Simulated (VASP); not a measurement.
# GaAs: relaxation of cell and atoms with PBEsol

GaAs:

```
CELL_PARAMETERS angstrom
0.00000 2.82685 2.82685
2.82685 0.00000 2.82685
2.82685 2.82685 0.00000
ATOMIC_POSITIONS crystal
As 0.75000 0.75000 0.75000
Ga 0.00000 0.00000 0.00000
```

* Program: VASP 6.6.1
* Task: relaxation of cell and atoms
* Functional: PBEsol
* Potentials or basis: VASP PAW PBE potentials, release 64 (As, Ga_d)
* Cutoff: 600 eV
* k mesh: 8 × 8 × 8
* Occupations: fermi-dirac, width 0.05 eV
* Spin: no spin polarisation
* Target pressure: 5 GPa
* Dipole correction: no
* Further INCAR settings: ALGO = Normal; EDIFF = 1e-07; IBRION = 2; EDIFFG = -0.02; NSW = 80; ISIF = 3

```json
{
 "Relaxed volume": "21.33 Å³/atom",
 "Relaxed cell": "a = 3.922 Å, b = 3.922 Å, c = 3.922 Å, α = 60.00°, β = 60.00°, γ = 60.00°",
 "Space group after relaxing (to 0.05 Å)": "F-43m (No. 216)",
 "Energy change on relaxing (the enthalpy is what falls)": "+19.9 meV/atom",
 "Ionic steps": "3",
 "Pressure after relaxing": "5.0 GPa",
 "Band gap on the k mesh": "0.89 eV, direct"
}
```

The path:
| step | energy change (eV) | largest force (eV/Å) | pressure (GPa) | volume (Å³) |
| --- | --- | --- | --- | --- |
| 1 | 0.0000 | 0.0000 | 0.31 | 45.18 |
| 2 | 0.1114 | 0.0000 | 8.94 | 40.99 |
| 3 | 0.0398 | 0.0000 | 4.98 | 42.66 |

Final structure:
```cif
data_structure
_symmetry_space_group_name_H-M 'P 1'
_symmetry_Int_Tables_number 1
_cell_length_a 3.9219
_cell_length_b 3.9219
_cell_length_c 3.9219
_cell_angle_alpha 60.000
_cell_angle_beta 60.000
_cell_angle_gamma 60.000
_cell_volume 42.66
loop_
_atom_site_label
_atom_site_type_symbol
_atom_site_fract_x
_atom_site_fract_y
_atom_site_fract_z
_atom_site_occupancy
As1 As 0.75000 0.75000 0.75000 1
Ga1 Ga 0.00000 0.00000 0.00000 1
```

Levels at points of the mesh, in eV from the valence-band top:
```tsv
k point	band 7	band 8	band 9	band 10	band 11	band 12
(0.00, 0.00, 0.00)	0.00	0.00	0.00	0.89	3.70	3.70
(0.50, 0.00, 0.00)	-7.01	-1.24	-1.24	1.09	4.60	4.60
(0.50, 0.50, 0.00)	-7.13	-2.91	-2.91	1.23	1.53	10.59
```

It took 62 s on 1 thread of Intel(R) Xeon(R) Platinum 8488C (Sapphire Rapids) (shared host), peak memory 0.2 GiB.

Caveat: the cell is relaxed towards a set pressure, so the enthalpy falls and the energy may rise; the PAW data sets were made with another functional, which shifts forces and pressure a little. A k mesh can miss the band edges.
